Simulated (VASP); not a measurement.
Te, 3 atoms in the cell. It takes space group P3_121 (No. 152, trigonal). Conventional cell: a = 4.590 Å, b = 4.590 Å, c = 5.899 Å, α = 90.00°, β = 90.00°, γ = 120.00°. Te (site symmetry 2) has 6 Te at 2.88 to 3.56 Å within 3.8 Å.  This cell differs from its parent crystal: biaxial strain in the a-b plane: +1.5 %, then relaxed in part.

* Program: VASP 6.6.1
* Task: single point
* Functional: PBE
* Potentials or basis: VASP PAW PBE potentials, release 64 (Te)
* Cutoff: 520 eV
* k mesh: 12 × 12 × 6
* Occupations: gaussian, width 0.01 eV
* Spin: no spin polarisation
* Dipole correction: no
* Further INCAR settings: ALGO = Normal; EDIFF = 1e-06; NBANDS = 16

Potentials or basis: VASP PAW PBE potentials, release 64 (Te).

Launch:

```sh
$ cat potpaw_PBE.64/Te/POTCAR > POTCAR
$ mpirun -np 1 vasp_std > vasp.out
```

Hardware: 1 thread of Intel(R) Xeon(R) 6975P-C (Granite Rapids), on a shared host.

Task: How long does it take, and how much memory?

Result: Wall time 50 s on 1 thread of Intel(R) Xeon(R) 6975P-C (Granite Rapids), with other jobs on the host, peak memory 0.32 GiB. Counts: scf iterations 12, k points 100.
